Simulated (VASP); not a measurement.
# CoO (I4/mmm) in VASP: settings compared, part 3 of 3

VASP 6.6.1. Earlier steps stand in the parts before.

## Step 5: Single point, PBEsol, collinear spin, ferromagnetic start

This run uses another cell than the first one, of 9.20 Å³/atom, 0.960 times its volume.

Input file INCAR:

```
  PREC = Accurate
  ENCUT = 520
  EDIFF = 1E-6
  ISMEAR = -1
  SIGMA = 0.05
  LREAL = False
  LASPH = True
  NELM = 150
  ALGO = Normal
  ISIF = 2
  LWAVE = False
  LCHARG = False
  ISPIN = 2
  MAGMOM = 2 0
  LORBIT = 11
  LMAXMIX = 4
  GGA = PS
  NBANDS = 18
```

Input file KPOINTS:

```
Automatic mesh
0
Gamma
  12 12 12
```

Input file POSCAR:

```
CoO
1.0
   -1.4876191232      1.4876191232      2.0787677284
    1.4876191232     -1.4876191232      2.0787677284
    1.4876191232      1.4876191232     -2.0787677284
Co O
1 1
Direct
    0.0000000000      0.0000000000      0.0000000000
    0.5000000000      0.5000000000      0.0000000000
```

Potentials or basis: VASP PAW PBE potentials, release 64 (Co, O).

On the command line:

```bash
> cat potpaw_PBE.64/Co/POTCAR potpaw_PBE.64/O/POTCAR > POTCAR
> mpirun -np 1 vasp_std > vasp.out
```

OUTCAR:

```text
PREC = Accurate
   ENCUT = 520
   EDIFF = 1E-6
   ISMEAR = -1
   LREAL = False
   LASPH = True
   NELM = 150
   ISIF = 2
   ISPIN = 2
   LORBIT = 11
   GGA = PS

 ion  position               nearest neighbor table
   1  0.000  0.000  0.000-   2 2.08   2 2.08   2 2.10   2 2.10   2 2.10   2 2.10
   2  0.500  0.500  0.000-   1 2.08   1 2.08   1 2.10   1 2.10   1 2.10   1 2.10

  LATTYP: Found a body centered tetragonal cell.
 ALAT       =     2.9752382464
 C/A-ratio  =     1.3973790038

  Lattice vectors:

 A1 = (  -1.4876191232,   1.4876191232,   2.0787677284)
 A2 = (   1.4876191232,  -1.4876191232,   2.0787677284)
 A3 = (   1.4876191232,   1.4876191232,  -2.0787677284)

Analysis of symmetry for initial positions (statically):
=====================================================================
 Subroutine PRICEL returns:
 Original cell was already a primitive cell.

 Routine SETGRP: Setting up the symmetry group for a
 body centered tetragonal supercell.

 Subroutine GETGRP returns: Found 16 space group operations
 (whereof 16 operations were pure point group operations)
 out of a pool of 16 trial point group operations.

The static configuration has the point symmetry D_4h.

Analysis of symmetry for dynamics (positions and initial velocities):
=====================================================================
 Subroutine PRICEL returns:
 Original cell was already a primitive cell.

 Routine SETGRP: Setting up the symmetry group for a
 body centered tetragonal supercell.

 Subroutine GETGRP returns: Found 16 space group operations
 (whereof 16 operations were pure point group operations)
 out of a pool of 16 trial point group operations.

The dynamic configuration has the point symmetry D_4h.

Analysis of structural, dynamic, and magnetic symmetry:
=====================================================================
 Subroutine PRICEL returns:
 Original cell was already a primitive cell.

 Routine SETGRP: Setting up the symmetry group for a
 body centered tetragonal supercell.

 Subroutine GETGRP returns: Found 16 space group operations
 (whereof 16 operations were pure point group operations)
 out of a pool of 16 trial point group operations.

The overall configuration has the point symmetry D_4h.

 Subroutine INISYM returns: Found 16 space group operations
 (whereof 16 operations are pure point group operations),
 and found     1 'primitive' translations

----------------------------------------------------------------------------------------

                                     Primitive cell

  volume of cell :      18.4013

  direct lattice vectors                    reciprocal lattice vectors
    -1.487619123  1.487619123  2.078767728     0.000000000  0.336107537  0.240527113
     1.487619123 -1.487619123  2.078767728     0.336107537  0.000000000  0.240527113
     1.487619123  1.487619123 -2.078767728     0.336107537  0.336107537  0.000000000

  length of vectors
     2.957582895  2.957582895  2.957582895     0.413305660  0.413305660  0.475327838

  position of ions in fractional coordinates (direct lattice)
     0.000000000  0.000000000  0.000000000
     0.500000000  0.500000000  0.000000000

  ion indices of the primitive-cell ions
   primitive index   ion index
                 1           1
                 2           2
[... 59 lines left out ...]
   ions per type =               1   1
   NGX,Y,Z   is equivalent  to a cutoff of  13.49, 13.49, 13.49 a.u.
   NGXF,Y,Z  is equivalent  to a cutoff of  26.98, 26.98, 26.98 a.u.
 SYSTEM =  unknown system
   PREC   = accura    normal or accurate (medium, high low for compatibility)
   ISTART =      0    job   : 0-new  1-cont  2-samecut
   ICHARG =      2    charge: 1-file 2-atom 10-const
   ISPIN  =      2    spin polarized calculation?
   LNONCOLLINEAR =      F non collinear calculations
   LSORBIT =      F    spin-orbit coupling
   LASPH  =      T    aspherical Exc in radial PAW
   ENCUT  =  520.0 eV  38.22 Ry    6.18 a.u.   5.50  5.50  5.50*2*pi/ulx,y,z
   NELM   =    150;   NELMIN=  2; NELMDL= -5     # of ELM steps
   EDIFF  = 0.1E-05   stopping-criterion for ELM
   LREAL  =      F    real-space projection
   EDIFFG = 0.1E-04   stopping-criterion for IOM
   NSW    =      0    number of steps for IOM
   IBRION =     -1    ionic relax: 0-MD 1-quasi-New 2-CG
   NFREE  =      0    steps in history (QN), initial steepest desc. (CG)
   ISIF   =      2    stress and relaxation
   ISYM   =      2    0-nonsym 1-usesym 2-fastsym
   POTIM  = 0.5000    time-step for ionic-motion
   TEBEG  =    0.0;   TEEND  =   0.0 temperature during run
   PSTRESS=    0.0 pullay stress
   NELECT =      15.0000    total number of electrons
   NUPDOWN=      -1.0000    fix difference up-down
   EMIN   =  10.00;   EMAX   =-10.00  energy-range for DOS
   EFERMI =   0.00;   METHOD = LEGACY
   ISMEAR =    -1;   SIGMA  =   0.05  broadening in eV -4-tet -1-fermi 0-gaus
   EFERMI_NEDOS =   21; number of points for ismear=-14 and -15
   IALGO  =     38    algorithm
   IMIX   =      4    mixing-type and parameters
     AMIX     =   0.40;   BMIX     =  1.00
     AMIX_MAG =   1.60;   BMIX_MAG =  1.00
  volume/ion in A,a.u.               =       9.20        62.09
  Fermi-wavevector in a.u.,A,eV,Ry     =   1.529286  2.889932 31.820166  2.338716
  Thomas-Fermi vector in A             =   2.636928
   LORBIT       =     11    0 simple, 1 ext, 2 COOP (PROOUT), +10 PAW based schemes
   GGA     = PS    functional components
   LHFCALC =     F    Hartree Fock is set to
   AEXX    =    0.0000 exact exchange contribution
   IVDW    =     0    specifies the selected vdW correction
   LEPSILON=     F    determine dielectric tensor
   LRPA    =     F    only Hartree local field effects (RPA)
 spin polarized calculation
  energy-cutoff  :      520.00
  volume of cell :       18.40
 maximum number of plane-waves:       531
 NGX is ok and might be reduce to    24
   NGX = 11   NGY = 11   NGZ = 11

 number of electron      14.9999997 magnetization       2.7904095

 Free energy of the ion-electron system (eV)
  ---------------------------------------------------
  ext. energy  EPLUGINS =         0.00000000
  ---------------------------------------------------
  free energy    TOTEN  =       -14.00080366 eV

  energy without entropy =      -13.96658798  energy(sigma->0) =      -13.98369582

 E-fermi :   8.5306     XC(G=0): -12.9450

 val. band max:        8.5268441002   @ k =   0.5000   0.2500  -0.0000
 cond. band min:       8.5318267280   @ k =  -0.3333  -0.3333   0.1667
 fundamental gap:      0.0049826277
 Fermi energy:         8.5305510109

 spin component 1

 k-point     1 :       0.0000    0.0000    0.0000
  band No.  band energies     occupation
      1     -12.1722      1.00000
      2       5.0547      1.00000
      3       5.0902      1.00000
      4       5.0902      1.00000
      5       5.2640      1.00000
      6       5.2687      1.00000
[... 493 lines left out ...]
     17      36.2918      0.00000
     18      37.8104      0.00000

 [... further k-points ...]

 spin component 2

 k-point     1 :       0.0000    0.0000    0.0000
  band No.  band energies     occupation
      1     -11.6811      1.00000
      2       5.5987      1.00000
      3       5.6564      1.00000
      4       5.6564      1.00000
      5       7.2900      1.00000
      6       7.2900      1.00000
[... 493 lines left out ...]
     17      36.7304      0.00000
     18      38.2821      0.00000

 [... further k-points ...]
[... 5 lines left out ...]
  --------------------------------------------------------------------------------------
  -------------------------------------------------------------------------------------
  Total       -0.4069108     -0.4069108     -0.3573136      0.0000000      0.0000000      0.0000000
  in kB      -35.4291189    -35.4291189    -31.1107647      0.0000000      0.0000000      0.0000000
  external PRESSURE =     -33.9896675 kB  Pullay stress =       0.0000000 kB

 VOLUME and BASIS-vectors are now :
 -----------------------------------------------------------------------------
  energy-cutoff  :      520.00
  volume of cell :       18.40
      direct lattice vectors                 reciprocal lattice vectors
    -1.487619123  1.487619123  2.078767728     0.000000000  0.336107537  0.240527113
     1.487619123 -1.487619123  2.078767728     0.336107537  0.000000000  0.240527113
     1.487619123  1.487619123 -2.078767728     0.336107537  0.336107537  0.000000000

 POSITION                                       TOTAL-FORCE (eV/Angst)
 -----------------------------------------------------------------------------------
      0.00000      0.00000      0.00000         0.000000      0.000000      0.000000
      0.00000      0.00000      2.07877        -0.000000     -0.000000     -0.000000
 -----------------------------------------------------------------------------------
    total drift:                               -0.000000      0.000000     -0.000000

  FREE ENERGIE OF THE ION-ELECTRON SYSTEM (eV)
  ---------------------------------------------------
  free  energy   TOTEN  =       -14.0008036648 eV

  energy  without entropy=      -13.9665879776  energy(sigma->0) =      -13.98369582

 total charge

# of ion       s       p       d       tot
------------------------------------------
    1        0.311   0.394   7.190   7.895
    2        1.552   3.419   0.000   4.971
--------------------------------------------------
tot          1.862   3.814   7.190  12.866

 magnetization (x)

# of ion       s       p       d       tot
------------------------------------------
    1        0.021   0.019   2.420   2.459
    2        0.030   0.253   0.000   0.283
--------------------------------------------------
tot          0.051   0.272   2.420   2.743
```

stdout:

```text
POSCAR found type information on POSCAR CoO
 POSCAR found :  2 types and       2 ions
 scaLAPACK will be used
 -----------------------------------------------------------------------------
|                                                                             |
|                                                                             |
|     You enforced a specific xc type in the INCAR file but a different       |
|     I HOPE YOU KNOW WHAT YOU ARE DOING!                                     |
|                                                                             |
 -----------------------------------------------------------------------------

 LDA part: xc-table for (Slater+PW92), standard interpolation
 POSCAR, INCAR and KPOINTS ok, starting setup
 FFT: planning ... GRIDC
 FFT: planning ... GRID_SOFT
 FFT: planning ... GRID
 WAVECAR not read
 entering main loop
```

It took 44 s on 1 thread of Intel Xeon 6975P-C (Granite Rapids), shared host; peak memory 0.21 GiB.

What came out:

```yaml
Free_energy: -14.0008 eV
Pressure: -3.4 GPa
Net_moment: 2.79 μB per cell
Site_moments: Co +2.46; O +0.28 μB
Valence_electrons_inside_the_program's_atomic_spheres: Co 7.89; O 4.97
```

Stress tensor (GPa, compression positive):
```
-3.54  0.00  0.00
 0.00 -3.54  0.00
 0.00  0.00 -3.11
```

Caveat: the PAW data sets were made with another functional, which shifts forces and pressure a little; a cell with one magnetic atom can't hold antiferromagnetic order, which such compounds often take; semilocal functionals often make such compounds metallic where correlation or magnetic order opens a gap, which also shifts bond lengths. With open d or f shells a metallic result of PBEsol can be an artefact of self-interaction; +U or a hybrid may open a gap.

## Step 6: Single point, LDA, collinear spin, ferromagnetic start

This run uses another cell than the first one, of 9.39 Å³/atom, 0.980 times its volume.

Input file INCAR:

```
SYSTEM = CoO
ALGO = Normal
EDIFF = 1E-6
ENCUT = 520
ISIF = 2
ISMEAR = -1
ISPIN = 2
LASPH = .TRUE.
LCHARG = .FALSE.
LMAXMIX = 4
LORBIT = 11
LREAL = .FALSE.
LWAVE = .FALSE.
MAGMOM = 2 0
NBANDS = 18
NELM = 150
PREC = Accurate
SIGMA = 0.05
```

Input file KPOINTS:

```
k-points
0
G
  12 12 12
  0 0 0
```

Input file POSCAR:

```
CoO
1.0
   -1.4978788897      1.4978788897      2.0931045106
    1.4978788897     -1.4978788897      2.0931045106
    1.4978788897      1.4978788897     -2.0931045106
Co O
1 1
Direct
    0.0000000000      0.0000000000      0.0000000000
    0.5000000000      0.5000000000      0.0000000000
```

Potentials or basis: VASP PAW LDA potentials, release 64 (Co, O).

On the command line:

```bash
> cat potpaw_LDA.64/Co/POTCAR potpaw_LDA.64/O/POTCAR > POTCAR
> mpirun -np 1 vasp_std > vasp.out
```

Wall time 36 s (1 thread of Intel Xeon 6975P-C (Granite Rapids), shared host); peak memory 0.2 GiB.

Results (log left out):

| Item | Value |
| --- | --- |
| Free energy | -14.7262 eV |
| Pressure | -17.9 GPa |
| Net moment | 2.54 μB per cell |
| Site moments | Co +2.24; O +0.24 μB |
| Valence electrons inside the program's atomic spheres | Co 7.90; O 4.93 |

Stress tensor (GPa, compression positive):
```
-17.87   0.00   0.00
  0.00 -17.87   0.00
  0.00   0.00 -18.08
```

Levels at points of the mesh, in eV from the Fermi level:
Spin up:
| k point | band 7 | band 8 | band 9 | band 10 | band 11 | band 12 |
| --- | --- | --- | --- | --- | --- | --- |
| (0.00, 0.00, 0.00) | -2.86 | -2.86 | -2.85 | 1.11 | 16.71 | 18.19 |
| (0.50, 0.00, 0.00) | -1.58 | 0.34 | 0.42 | 4.97 | 9.40 | 13.27 |
| (0.50, 0.50, 0.00) | -1.90 | -1.78 | -1.77 | 5.94 | 9.68 | 11.77 |
| (0.50, 0.50, 0.50) | -1.89 | -1.79 | -1.79 | 5.94 | 9.84 | 11.63 |
Spin down:
```tsv
k point	band 3	band 4	band 5	band 6	band 7	band 8	band 9	band 10
(0.00, 0.00, 0.00)	-2.96	-2.96	-1.19	-1.19	-1.13	-0.53	-0.52	1.58
(0.50, 0.00, 0.00)	-5.17	-5.14	-0.16	-0.14	0.16	2.25	2.32	5.29
(0.50, 0.50, 0.00)	-4.28	-4.18	-2.38	-0.05	0.15	0.16	0.51	6.60
(0.50, 0.50, 0.50)	-4.27	-4.27	-2.37	-0.02	0.15	0.15	0.51	6.60
```

Caveat: a cell with one magnetic atom can't hold antiferromagnetic order, which such compounds often take; semilocal functionals often make such compounds metallic where correlation or magnetic order opens a gap, which also shifts bond lengths. With open d or f shells a metallic result of LDA can be an artefact of self-interaction; +U or a hybrid may open a gap.

## Step 7: Overview

```tsv
level	potentials or basis	cell	smearing	gap on the mesh (eV)	pressure (GPa)	moment (μB)
BLYP+D4	VASP PAW PBE potentials, release 64 (Co, O)	a = 2.998 Å, angles 119.6, 119.6, 90.7°, 2 atoms	gaussian 0.01 eV	none	-1.0	2.72
LDA	VASP PAW LDA potentials, release 64 (Co, O)	a = 2.958 Å, angles 119.6, 119.6, 90.7°, 2 atoms	fermi-dirac 0.05 eV	none	-15.4	2.44
PBE	VASP PAW PBE potentials, release 64 (Co, O)	a = 2.958 Å, angles 119.6, 119.6, 90.7°, 2 atoms	fermi-dirac 0.05 eV	none	6.2	2.72
PBEsol	VASP PAW PBE potentials, release 64 (Co, O)	a = 2.958 Å, angles 119.6, 119.6, 90.7°, 2 atoms	fermi-dirac 0.05 eV	none	-3.4	2.79
LDA	VASP PAW LDA potentials, release 64 (Co, O)	a = 2.978 Å, angles 119.6, 119.6, 90.7°, 2 atoms	fermi-dirac 0.05 eV	none	-17.9	2.54
```

Alike in all rows: task single point; spin collinear, ferromagnetic start; k mesh 12 × 12 × 12; cutoff (eV) 520.

Caveats: a cell with one magnetic atom can't hold antiferromagnetic order, which such compounds often take; semilocal functionals often make such compounds metallic where correlation or magnetic order opens a gap, which also shifts bond lengths; the PAW data sets were made with another functional, which shifts forces and pressure a little (some runs); pairwise dispersion overbinds metals, which lowers pressure and volume (some runs).

Absolute energies hang on the potentials; compare differences alone.
